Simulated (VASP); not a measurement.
Wanted: the native input for a VASP 6.6.1 run.

```yaml
Task: single point
Functional: LDA
Potentials_or_basis: VASP PAW LDA potentials, release 64 (Ti_sv, Te)
Cutoff: 500 eV
k_mesh: 5 × 5 × 5
Occupations: gaussian, width 0.05 eV
Spin: no spin polarisation
Hubbard_terms: Ti d U = 3.0 eV
Dipole_correction: no
Further_INCAR_settings: ALGO = Normal; EDIFF = 1e-06; NBANDS = 16
```

The structure of TiTe lies in POSCAR:

```
TiTe
1.0
    3.6310931200      0.0000000000      0.0000000000
    0.0000000000      3.6310931200      0.0000000000
    0.0000000000      0.0000000000      3.6310931200
Ti Te
1 1
Direct
    0.0000000000      0.0000000000      0.0000000000
    0.5000000000      0.5000000000      0.5000000000
```

One way to write it, as run:

INCAR

```
SYSTEM = TiTe
ALGO = Normal
EDIFF = 1E-6
ENCUT = 500
GGA_COMPAT = .False.
ISIF = 2
ISMEAR = 0
LASPH = .True.
LCHARG = .True.
LDAU = .True.
LDAUJ = 0 0
LDAUL = 2 -1
LDAUPRINT = 1
LDAUTYPE = 2
LDAUU = 3 0
LELF = .True.
LMAXMIX = 4
LREAL = .False.
LVHAR = .True.
LWAVE = .False.
NBANDS = 16
NELM = 200
PREC = Accurate
SIGMA = 0.05
```

KPOINTS

```
k-points
0
Gamma
  5 5 5
  0 0 0
```

Potentials or basis: VASP PAW LDA potentials, release 64 (Ti_sv, Te).

Launch:

```console
$ cat potpaw_LDA.64/Ti_sv/POTCAR potpaw_LDA.64/Te/POTCAR > POTCAR
$ mpirun -np 1 vasp_std > vasp.out
```

It gave:

```yaml
Pressure: -14.1 GPa
Band_gap_on_the_k_mesh: zero (bands 9 and 10 overlap by 1.53 eV)
```

Caveat: the cell stands under tension; spin-orbit coupling is left out, which moves the levels of the heavy elements; U without spin polarisation on a metal has little footing; the U is typed as a test and isn't derived for this compound.

Run time: 3.9 s on 1 thread of Intel(R) Xeon(R) 6975P-C (Granite Rapids), on a shared host, peak memory 0.13 GiB.
